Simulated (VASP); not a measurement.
The system is SrO.

```
CELL_PARAMETERS angstrom
0.00000 2.48779 2.48779
2.48779 0.00000 2.48779
2.48779 2.48779 0.00000
ATOMIC_POSITIONS crystal
Sr 0.00000 0.00000 0.00000
O 0.50000 0.50000 0.50000
```

This cell differs from its parent crystal: strain -3.6%.

Program: VASP 6.6.1. Alike in all runs: task single point; potentials or basis VASP PAW PBE potentials, release 64 (Sr_sv, O); no spin polarisation; cell as given; cutoff (eV) 520.

**Question.** Order these runs on this cell by their band gap on the k mesh, lowest first.
A. level HSE06; k mesh 6 × 6 × 6; smearing gaussian 0.01 eV; grid for exact exchange (PRECFOCK) Normal; screening parameter 0.2079 1/Å
B. level r2SCAN; k mesh 8 × 8 × 8; smearing gaussian 0.01 eV
C. level PBE; k mesh 8 × 8 × 8; smearing fermi-dirac 0.02 eV

**Answer.** C (3.18 eV), B (3.67 eV), A (4.69 eV).

A k mesh can miss the band edges.
